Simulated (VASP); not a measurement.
# SiO2 (I-42d) in VASP: notebook

SiO2 is run at these levels: LDA; tasks: single point.

Program: VASP 6.6.1. These are calculated values, not measurements. Logs are shortened: lines on timing, memory, paths and dates and some standing lists are left out, and cuts for length are marked.

## Step 1: The cell of the first run

It takes space group I-42d (No. 122, tetragonal). The conventional cell has a = 4.855 Å, b = 4.855 Å, c = 7.354 Å, α = 90.00°, β = 90.00°, γ = 90.00°. Si (site symmetry -4) has 4 O at 1.60 Å within 2.1 Å. Within 2.1 Å of O (site symmetry 2) lie 2 Si at 1.60 Å.

## Step 2: Single point, LDA (biaxial strain in the a-b plane: -1.5 %)

The input, INCAR:

```
  PREC = Accurate
  ENCUT = 520
  EDIFF = 1E-6
  ISMEAR = 0
  SIGMA = 0.02
  LREAL = False
  LASPH = True
  NELM = 100
  ALGO = Normal
  ISIF = 2
  LWAVE = False
  LCHARG = False
  GGA = CA
  NBANDS = 44
```

The input, KPOINTS:

```
regular mesh
0
Gamma
  6 6 4
```

The input, POSCAR:

```
SiO2
1.0
    4.8549534535      0.0000000000      0.0000000000
    0.0000000000      4.8549534535      0.0000000000
    0.0000000000      0.0000000000      7.3544053331
Si O
4 8
Direct
    0.0000000000      0.0000000000      0.0000000000
    0.0000000000      0.5000000000      0.2500000000
    0.5000000000      0.5000000000      0.5000000000
    0.5000000000      0.0000000000      0.7500000000
    0.0985467527      0.2500000000      0.1250000000
    0.2500000000      0.5985467527      0.3750000000
    0.7500000000      0.4014532473      0.3750000000
    0.9014532473      0.7500000000      0.1250000000
    0.5985467527      0.7500000000      0.6250000000
    0.7500000000      0.0985467527      0.8750000000
    0.2500000000      0.9014532473      0.8750000000
    0.4014532473      0.2500000000      0.6250000000
```

Potentials or basis: VASP PAW LDA potentials, release 64 (Si, O).

Started as:

```sh
cat potpaw_LDA.64/Si/POTCAR potpaw_LDA.64/O/POTCAR > POTCAR
mpirun -np 1 vasp_std > vasp.out
```

OUTCAR:

```text
PREC = Accurate
   ENCUT = 520
   EDIFF = 1E-6
   ISMEAR = 0
   LREAL = False
   LASPH = True
   NELM = 100
   ISIF = 2
   GGA = CA

 ion  position               nearest neighbor table
   1  0.000  0.000  0.000-   5 1.60   8 1.60  10 1.60  11 1.60   2 3.05   4 3.05   2 3.05   4 3.05

   2  0.000  0.500  0.250-   5 1.60   6 1.60   7 1.60   8 1.60   1 3.05   3 3.05   1 3.05   3 3.05

   3  0.500  0.500  0.500-   6 1.60   7 1.60   9 1.60  12 1.60   2 3.05   4 3.05   4 3.05   2 3.05

   4  0.500  0.000  0.750-   9 1.60  10 1.60  11 1.60  12 1.60   1 3.05   3 3.05   3 3.05   1 3.05

   5  0.099  0.250  0.125-   1 1.60   2 1.60
   6  0.250  0.599  0.375-   2 1.60   3 1.60
   7  0.750  0.401  0.375-   2 1.60   3 1.60
   8  0.901  0.750  0.125-   1 1.60   2 1.60
   9  0.599  0.750  0.625-   3 1.60   4 1.60
  10  0.750  0.099  0.875-   1 1.60   4 1.60
  11  0.250  0.901  0.875-   1 1.60   4 1.60
  12  0.401  0.250  0.625-   3 1.60   4 1.60

  LATTYP: Found a simple tetragonal cell.
 ALAT       =     4.8549534535
 C/A-ratio  =     1.5148250964

  Lattice vectors:

 A1 = (   4.8549534535,   0.0000000000,   0.0000000000)
 A2 = (   0.0000000000,   4.8549534535,   0.0000000000)
 A3 = (   0.0000000000,   0.0000000000,   7.3544053331)

Analysis of symmetry for initial positions (statically):
=====================================================================
 Subroutine PRICEL returns following result:

  LATTYP: Found a body centered tetragonal cell.
 ALAT       =     4.8549534535
 C/A-ratio  =     1.5148250964

  Lattice vectors:

 A1 = (   2.4274767268,  -2.4274767268,  -3.6772026665)
 A2 = (  -2.4274767268,   2.4274767268,  -3.6772026665)
 A3 = (   2.4274767268,   2.4274767268,   3.6772026665)

   2 primitive cells build up your supercell.

 Routine SETGRP: Setting up the symmetry group for a
 simple tetragonal supercell.

 Subroutine GETGRP returns: Found  8 space group operations
 (whereof  4 operations were pure point group operations)
 out of a pool of 16 trial point group operations.

The static configuration has the point symmetry S_4 .
 The point group associated with its full space group is D_2d.

Analysis of symmetry for dynamics (positions and initial velocities):
=====================================================================
 Subroutine PRICEL returns following result:

  LATTYP: Found a body centered tetragonal cell.
 ALAT       =     4.8549534535
 C/A-ratio  =     1.5148250964

  Lattice vectors:

 A1 = (   2.4274767268,  -2.4274767268,  -3.6772026665)
 A2 = (  -2.4274767268,   2.4274767268,  -3.6772026665)
 A3 = (   2.4274767268,   2.4274767268,   3.6772026665)

   2 primitive cells build up your supercell.

 Routine SETGRP: Setting up the symmetry group for a
 simple tetragonal supercell.

 Subroutine GETGRP returns: Found  8 space group operations
 (whereof  4 operations were pure point group operations)
 out of a pool of 16 trial point group operations.

The dynamic configuration has the point symmetry S_4 .
 The point group associated with its full space group is D_2d.

 Subroutine INISYM returns: Found  8 space group operations
 (whereof  4 operations are pure point group operations),
 and found     2 'primitive' translations

----------------------------------------------------------------------------------------

                                     Primitive cell

  volume of cell :      86.6738

  direct lattice vectors                    reciprocal lattice vectors
     2.427476727 -2.427476727 -3.677202667     0.205975198  0.000000000 -0.135972924
    -2.427476727  2.427476727 -3.677202667     0.000000000  0.205975198 -0.135972924
     2.427476727  2.427476727  3.677202667     0.205975198  0.205975198  0.000000000

  length of vectors
     5.030616858  5.030616858  5.030616858     0.246808465  0.246808465  0.291292919

  position of ions in fractional coordinates (direct lattice)
     0.000000000  0.000000000  0.000000000
     0.750000000  0.250000000  0.500000000
     0.973546753  0.125000000  0.348546753
     0.875000000  0.223546753  0.848546753
     0.375000000  0.026453247  0.151453247
     0.776453247  0.625000000  0.651453247

  ion indices of the primitive-cell ions
   primitive index   ion index
                 1           1
                 2           2
                 3           5
                 4          10
                 5          11
                 6           8

----------------------------------------------------------------------------------------

 KPOINTS: regular mesh

Automatic generation of k-mesh.
 Grid dimensions read from file:
 generate k-points for:    6    6    4

 Generating k-lattice:

  Cartesian coordinates                     Fractional coordinates (reciprocal lattice)
     0.034329200  0.000000000  0.000000000     0.166666667  0.000000000  0.000000000
     0.000000000  0.034329200  0.000000000     0.000000000  0.166666667  0.000000000
     0.000000000  0.000000000  0.033993231     0.000000000  0.000000000  0.250000000

  Length of vectors
     0.034329200  0.034329200  0.033993231

  Shift w.r.t. Gamma in fractional coordinates (k-lattice)
     0.000000000  0.000000000  0.000000000

 Subroutine IBZKPT returns following result:
 ===========================================

 Found     30 irreducible k-points:

 Following reciprocal coordinates:
            Coordinates               Weight
  0.000000  0.000000  0.000000      1.000000
  0.166667  0.000000  0.000000      4.000000
  0.333333  0.000000  0.000000      4.000000
  0.500000  0.000000  0.000000      2.000000
  0.166667  0.166667  0.000000      4.000000
  0.333333  0.166667  0.000000      8.000000
[... 16 lines left out ...]
  0.333333  0.000000  0.500000      4.000000
  0.500000  0.000000  0.500000      2.000000
 [... further k-points ...]
   k-points           NKPTS =     30   k-points in BZ     NKDIM =     30   number of bands    NBANDS=     44
   number of dos      NEDOS =    301   number of ions     NIONS =     12
   total plane-waves  NPLWV =  72576
   dimension x,y,z NGX =    36 NGY =   36 NGZ =   56
   dimension x,y,z NGXF=    72 NGYF=   72 NGZF=  112
   ions per type =               4   8
   NGX,Y,Z   is equivalent  to a cutoff of  12.33, 12.33, 12.66 a.u.
   NGXF,Y,Z  is equivalent  to a cutoff of  24.65, 24.65, 25.32 a.u.
 SYSTEM =  unknown system
   PREC   = accura    normal or accurate (medium, high low for compatibility)
   ISTART =      0    job   : 0-new  1-cont  2-samecut
   ICHARG =      2    charge: 1-file 2-atom 10-const
   ISPIN  =      1    spin polarized calculation?
   LNONCOLLINEAR =      F non collinear calculations
   LSORBIT =      F    spin-orbit coupling
   LASPH  =      T    aspherical Exc in radial PAW
   ENCUT  =  520.0 eV  38.22 Ry    6.18 a.u.   9.03  9.03 13.67*2*pi/ulx,y,z
   NELM   =    100;   NELMIN=  2; NELMDL= -5     # of ELM steps
   EDIFF  = 0.1E-05   stopping-criterion for ELM
   LREAL  =      F    real-space projection
   EDIFFG = 0.1E-04   stopping-criterion for IOM
   NSW    =      0    number of steps for IOM
   IBRION =     -1    ionic relax: 0-MD 1-quasi-New 2-CG
   NFREE  =      0    steps in history (QN), initial steepest desc. (CG)
   ISIF   =      2    stress and relaxation
   ISYM   =      2    0-nonsym 1-usesym 2-fastsym
   POTIM  = 0.5000    time-step for ionic-motion
   TEBEG  =    0.0;   TEEND  =   0.0 temperature during run
   PSTRESS=    0.0 pullay stress
   NELECT =      64.0000    total number of electrons
   NUPDOWN=      -1.0000    fix difference up-down
   EMIN   =  10.00;   EMAX   =-10.00  energy-range for DOS
   EFERMI =   0.00;   METHOD = LEGACY
   ISMEAR =     0;   SIGMA  =   0.02  broadening in eV -4-tet -1-fermi 0-gaus
   EFERMI_NEDOS =   21; number of points for ismear=-14 and -15
   IALGO  =     38    algorithm
   IMIX   =      4    mixing-type and parameters
     AMIX     =   0.40;   BMIX     =  1.00
     AMIX_MAG =   1.60;   BMIX_MAG =  1.00
  volume/ion in A,a.u.               =      14.45        97.48
  Fermi-wavevector in a.u.,A,eV,Ry     =   1.174435  2.219360 18.766477  1.379297
  Thomas-Fermi vector in A             =   2.310832
   LORBIT       =      0    0 simple, 1 ext, 2 COOP (PROOUT), +10 PAW based schemes
   GGA     = CA    functional components
   LHFCALC =     F    Hartree Fock is set to
   AEXX    =    0.0000 exact exchange contribution
   IVDW    =     0    specifies the selected vdW correction
   LEPSILON=     F    determine dielectric tensor
   LRPA    =     F    only Hartree local field effects (RPA)
 non-spin polarized calculation
 Gauss-broadening in eV      SIGMA  =   0.02
  energy-cutoff  :      520.00
  volume of cell :      173.35
 maximum number of plane-waves:      4704
   NGX = 19   NGY = 19   NGZ = 27

 number of electron      63.9999962 magnetization

 Free energy of the ion-electron system (eV)
  ---------------------------------------------------
  ext. energy  EPLUGINS =         0.00000000
  ---------------------------------------------------
  free energy    TOTEN  =      -103.68125644 eV

  energy without entropy =     -103.68125644  energy(sigma->0) =     -103.68125644

 E-fermi :  -0.3307     XC(G=0):  -8.8862

 val. band max:       -0.4441474431   @ k =   0.0000   0.0000   0.0000
 cond. band min:       5.3952784311   @ k =   0.0000   0.0000   0.0000
 fundamental gap:      5.8394258742
 Fermi energy:        -0.3306769358

 k-point     1 :       0.0000    0.0000    0.0000
  band No.  band energies     occupation
      1     -19.5890      2.00000
      2     -18.6270      2.00000
      3     -18.6270      2.00000
      4     -17.3582      2.00000
      5     -17.3582      2.00000
      6     -17.3289      2.00000
[... 36 lines left out ...]
     43      11.3165      0.00000
     44      11.5342      0.00000

 k-point     2 :       0.1667    0.0000    0.0000
  band No.  band energies     occupation
      1     -19.5288      2.00000
      2     -18.6927      2.00000
      3     -18.5540      2.00000
      4     -17.4283      2.00000
      5     -17.3672      2.00000
      6     -17.3541      2.00000
[... 1026 lines left out ...]
 k-point    24 :       0.5000    0.0000    0.5000
  band No.  band energies     occupation
      1     -19.1165      2.00000
      2     -19.1165      2.00000
      3     -18.0603      2.00000
      4     -18.0603      2.00000
      5     -17.3524      2.00000
      6     -17.3524      2.00000
[... 36 lines left out ...]
     43      11.1481      0.00000
     44      11.1755      0.00000

 [... further k-points ...]
[... 5 lines left out ...]
  --------------------------------------------------------------------------------------
  -------------------------------------------------------------------------------------
  Total        5.0884572      5.0884572      3.7440176      0.0000000      0.0000000      0.0000000
  in kB       47.0304362     47.0304362     34.6043554      0.0000000      0.0000000      0.0000000
  external PRESSURE =      42.8884093 kB  Pullay stress =       0.0000000 kB

 VOLUME and BASIS-vectors are now :
 -----------------------------------------------------------------------------
  energy-cutoff  :      520.00
  volume of cell :      173.35
      direct lattice vectors                 reciprocal lattice vectors
     4.854953454  0.000000000  0.000000000     0.205975198  0.000000000  0.000000000
     0.000000000  4.854953454  0.000000000     0.000000000  0.205975198  0.000000000
     0.000000000  0.000000000  7.354405333     0.000000000  0.000000000  0.135972924

 POSITION                                       TOTAL-FORCE (eV/Angst)
 -----------------------------------------------------------------------------------
      0.00000      0.00000      0.00000        -0.000000      0.000000     -0.000000
      0.00000      2.42748      1.83860         0.000000      0.000000     -0.000000
      2.42748      2.42748      3.67720        -0.000000      0.000000     -0.000000
      2.42748      0.00000      5.51580         0.000000      0.000000     -0.000000
      0.47844      1.21374      0.91930         0.304089      0.000000     -0.000000
      1.21374      2.90592      2.75790        -0.000000      0.304089      0.000000
      3.64122      1.94904      2.75790        -0.000000     -0.304089      0.000000
      4.37651      3.64122      0.91930        -0.304089      0.000000     -0.000000
      2.90592      3.64122      4.59650         0.304089      0.000000     -0.000000
      3.64122      0.47844      6.43510         0.000000      0.304089      0.000000
      1.21374      4.37651      6.43510        -0.000000     -0.304089      0.000000
      1.94904      1.21374      4.59650        -0.304089      0.000000     -0.000000
 -----------------------------------------------------------------------------------
    total drift:                               -0.000000     -0.000000      0.000000

  FREE ENERGIE OF THE ION-ELECTRON SYSTEM (eV)
  ---------------------------------------------------
  free  energy   TOTEN  =      -103.6812564351 eV

  energy  without entropy=     -103.6812564351  energy(sigma->0) =     -103.68125644
```

Wall time 96 s (1 thread of Intel Xeon 6975P-C (Granite Rapids), shared host); peak memory 0.3 GiB.

What came out:

| Item | Value |
| --- | --- |
| Free energy | -103.6813 eV |
| Pressure | 4.3 GPa |
| Largest force | 0.304 eV/Å |
| Band gap on the k mesh | 5.84 eV |

Forces in eV/Å, atoms in the order of the input:
```
Si   0.000  0.000  0.000
Si   0.000  0.000  0.000
Si   0.000  0.000  0.000
Si   0.000  0.000  0.000
O    0.304  0.000  0.000
O    0.000  0.304  0.000
O    0.000 -0.304  0.000
O   -0.304  0.000  0.000
O    0.304  0.000  0.000
O    0.000  0.304  0.000
O    0.000 -0.304  0.000
O   -0.304  0.000  0.000
```

Levels at points of the mesh, in eV from the valence-band top:
| k point | band 28 | band 29 | band 30 | band 31 | band 32 | band 33 | band 34 | band 35 | band 36 | band 37 |
| --- | --- | --- | --- | --- | --- | --- | --- | --- | --- | --- |
| (0.00, 0.00, 0.00) | -0.72 | -0.30 | -0.30 | 0.00 | 0.00 | 5.84 | 8.66 | 8.76 | 8.76 | 10.15 |
| (0.50, 0.00, 0.00) | -0.91 | -0.67 | -0.67 | -0.17 | -0.17 | 7.89 | 7.89 | 9.48 | 9.48 | 10.03 |
| (0.50, 0.50, 0.00) | -1.04 | -0.37 | -0.37 | -0.37 | -0.37 | 9.05 | 9.05 | 9.05 | 9.05 | 10.23 |
| (0.00, 0.00, 0.50) | -0.90 | -0.18 | -0.18 | -0.18 | -0.18 | 6.92 | 6.92 | 8.97 | 8.97 | 10.29 |
| (0.50, 0.00, 0.50) | -0.81 | -0.53 | -0.53 | -0.15 | -0.15 | 8.31 | 8.31 | 8.75 | 8.75 | 9.56 |
| (0.50, 0.50, 0.50) | -1.07 | -0.47 | -0.47 | -0.47 | -0.47 | 9.38 | 9.38 | 9.38 | 9.38 | 9.54 |

Caveat: the cell differs from its parent crystal (biaxial strain in the a-b plane: -1.5 %); the cell stands under pressure. A k mesh can miss the band edges.

(Continued in part 2 of 2.)
